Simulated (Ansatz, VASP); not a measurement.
This is a calculation of CoO for Ansatz 0.2.0.

File input.yaml:

```yaml
crystal:
  lattice:
    - [1.6022198417, 0.9250420569, 2.5664708903]
    - [-1.6022198417, 0.9250420569, 2.5664708903]
    - [0.0, -1.8500841138, 2.5664708903]
  atoms:
    - { symbol: Co, position: [0.99897832, 0.99897832, 0.99897832], spin: 2.0 }
    - { symbol: O, position: [0.75102103, 0.75102103, 0.75102103] }
kpoints:
  mp_grid: { grid: [10, 10, 10] }
scf:
  occupations: { method: gaussian, width: 0.1 }
hamiltonian:
  xc: rpbe
  pseudopotentials: { kind: all_electron, lapw: { basis_error: 0.001 } }
magnetization:
  spin_polarized: true
output:
  forces: true
  stress: true
  eigenvalues: true
```

Potentials or basis: all-electron LAPW, scalar-relativistic.

Launch:

```console
$ ansatz run input.yaml --threads 2 --pin off --max-ram 6144MiB --backend cpu --events-out ev --progress --plain --runs-dir out
```

Translate it to VASP 6.6.1. Potentials there: VASP PAW PBE potentials, release 64 (Co, O).

As run (the cutoff follows the program's own potentials):

The input INCAR:

```
SYSTEM = CoO
ALGO = Normal ; EDIFF = 1E-6
ENCUT = 520 ; GGA = RP
ISIF = 2 ; ISMEAR = 0
ISPIN = 2 ; LASPH = .True.
LCHARG = .False. ; LMAXMIX = 4
LORBIT = 11 ; LREAL = .False.
LWAVE = .False. ; MAGMOM = 2 0
NBANDS = 18 ; NELM = 150
PREC = Accurate ; SIGMA = 0.1
```

The input KPOINTS:

```
k-points
0
Gamma
  10 10 10
  0 0 0
```

Contents of POSCAR:

```
CoO
1.0
    1.6022198417      0.9250420569      2.5664708903
   -1.6022198417      0.9250420569      2.5664708903
    0.0000000000     -1.8500841138      2.5664708903
Co O
1 1
Direct
    0.9989783200      0.9989783200      0.9989783200
    0.7510210300      0.7510210300      0.7510210300
```

Potentials or basis: VASP PAW PBE potentials, release 64 (Co, O).

Command:

```bash
$ cat potpaw_PBE.64/Co/POTCAR potpaw_PBE.64/O/POTCAR > POTCAR
$ mpirun -np 1 vasp_std > vasp.out
```

Both were run:

|  | VASP | Ansatz | Ansatz less VASP |
| --- | --- | --- | --- |
| gap on the k mesh at the Fermi level (eV) | none | none | - |
| pressure (GPa) | 5.4 | 5.9 | +0.48 |
| traceless stress, the component that is largest in VASP (GPa) | 3.79 | 3.78 | -0.006 |
| rms of the force components (eV/Å) | 0.166 | 0.166 | -0.0001 |
| net moment per atom (μB) | 1.39 | 1.40 | +0.006 |
| size of the moment on the site where the two differ most (μB) | 2.40 | 2.38 | -0.024 |

VASP's potentials were made for PBE, not for RPBE. Site moments also hang on the region over which each program counts them. Atom by atom the forces differ by 0.000 eV/Å (rms over components). A gap of «none» marks a metal or a gap that the smearing closes. Ansatz ran all-electron here, and VASP with PAW potentials.
